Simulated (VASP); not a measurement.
A run of VASP 6.6.1:

The input POSCAR:

```
Pt
1.0
   -1.6317466000      1.6317466000      1.6317466000
    1.6317466000     -1.6317466000      1.6317466000
    1.6317466000      1.6317466000     -1.6317466000
Pt
1
Direct
    0.0000000000      0.0000000000      0.0000000000
```

Contents of INCAR.step1:

```
SYSTEM = Pt
PREC     = Accurate       ! precision mode
ENCUT    = 520            ! plane-wave cutoff, eV
ISMEAR   = 0              ! smearing method
SIGMA    = 0.15           ! smearing width, eV
LREAL    = .False.        ! projectors in reciprocal space
LASPH    = .True.         ! aspherical terms in the spheres
NELM     = 100            ! most SCF steps
NBANDS   = 11             ! bands
GGA      = PE             ! functional
ALGO     = Normal         ! electronic algorithm
EDIFF    = 1E-4           ! SCF threshold, eV
LWAVE    = .True.         ! write WAVECAR
LCHARG   = .False.        ! write CHGCAR
```

File INCAR.step2:

```
SYSTEM = Pt
PREC     = Accurate       ! precision mode
ENCUT    = 520            ! plane-wave cutoff, eV
EDIFF    = 1E-7           ! SCF threshold, eV
ISMEAR   = 0              ! smearing method
SIGMA    = 0.15           ! smearing width, eV
LREAL    = .False.        ! projectors in reciprocal space
LASPH    = .True.         ! aspherical terms in the spheres
NELM     = 100            ! most SCF steps
ALGO     = Normal         ! electronic algorithm
ISIF     = 2              ! what is computed and relaxed
LWAVE    = .False.        ! write WAVECAR
LCHARG   = .True.         ! write CHGCAR
METAGGA  = R2SCAN         ! meta-GGA
LMIXTAU  = .True.       
LELF     = .True.         ! ELF
LVHAR    = .True.       
NBANDS   = 11             ! bands
ISTART   = 1
```

Contents of KPOINTS:

```
regular mesh
0
Gamma
  22 22 22
  0 0 0
```

Potentials or basis: VASP PAW PBE potentials, release 64 (Pt).

The run is started by

```bash
$ cat potpaw_PBE.64/Pt/POTCAR > POTCAR
$ cp INCAR.step1 INCAR
$ mpirun -np 1 vasp_std > vasp.out
$ cp INCAR.step2 INCAR
$ mpirun -np 1 vasp_std > vasp.out
```

Hardware: 1 thread of Intel Xeon 8259CL, on a shared host.

**Question.** How long does it take, and how much memory?

**Answer.** Run time: 3.4 min on 1 thread of Intel Xeon 8259CL (shared host), peak memory 0.2 GiB. Counts: k points 328.
